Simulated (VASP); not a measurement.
Wanted: the native input for a VASP 6.6.1 run.

- Task: single point
- Functional: PBE
- Potentials or basis: VASP PAW PBE potentials, release 64 (Sn_d, Se)
- Cutoff: 520 eV
- k mesh: 12 × 12 × 6
- Occupations: gaussian, width 0.05 eV
- Spin: no spin polarisation
- Dipole correction: no
- Further INCAR settings: ALGO = Normal; EDIFF = 1e-06; NBANDS = 20

The structure of SnSe2 lies in POSCAR:

```
SnSe2
1.0
    3.8109987816      0.0000000000      0.0000000000
   -1.9054993908      3.3004217586      0.0000000000
    0.0000000000      0.0000000000      6.1370000000
Sn Se
1 2
Direct
    0.0000000000      0.0000000000      0.0000000000
    0.3424667976      0.8030128772      0.2500000000
    0.6666666667      0.3333333333      0.7500000000
```

This cell differs from its parent crystal: atom 2 (Se) moved by (-0.225, +0.450) A along x and y.

One way to write it, as run:

INCAR

```
SYSTEM = SnSe2
PREC = Accurate
ENCUT = 520
EDIFF = 1E-6
ISMEAR = 0
SIGMA = 0.05
LREAL = .FALSE.
LASPH = .TRUE.
NELM = 80
ALGO = Normal
ISIF = 2
LWAVE = .FALSE.
LCHARG = .TRUE.
GGA = PE
LELF = .TRUE.
LVHAR = .TRUE.
NBANDS = 20
```

KPOINTS

```
Automatic mesh
0
G
  12 12 6
  0 0 0
```

Potentials or basis: VASP PAW PBE potentials, release 64 (Sn_d, Se).

Command:

```bash
$ cat potpaw_PBE.64/Sn_d/POTCAR potpaw_PBE.64/Se/POTCAR > POTCAR
$ mpirun -np 1 vasp_std > vasp.out
```

It gave:

The pressure is 8.6 GPa, the largest force is 3.180 eV/Å and the band gap on the k mesh is 0.06 eV (least direct gap 0.70 eV).

Caveat: the cell differs from its parent crystal (atom 2 (Se) moved by (-0.225, +0.450) A along x and y); the stress differs along the axes, from 5 to 12 GPa; semilocal functionals underestimate gaps, and a narrow one can read as zero; spin-orbit coupling is left out, which moves the levels of the heavy elements; forces of over 1 eV/Å act on the atoms, so gaps and moduli don't describe the material at rest.

Run time: 8.9 min on 1 thread of Intel Xeon 8259CL, on a shared host, peak memory 0.7 GiB.
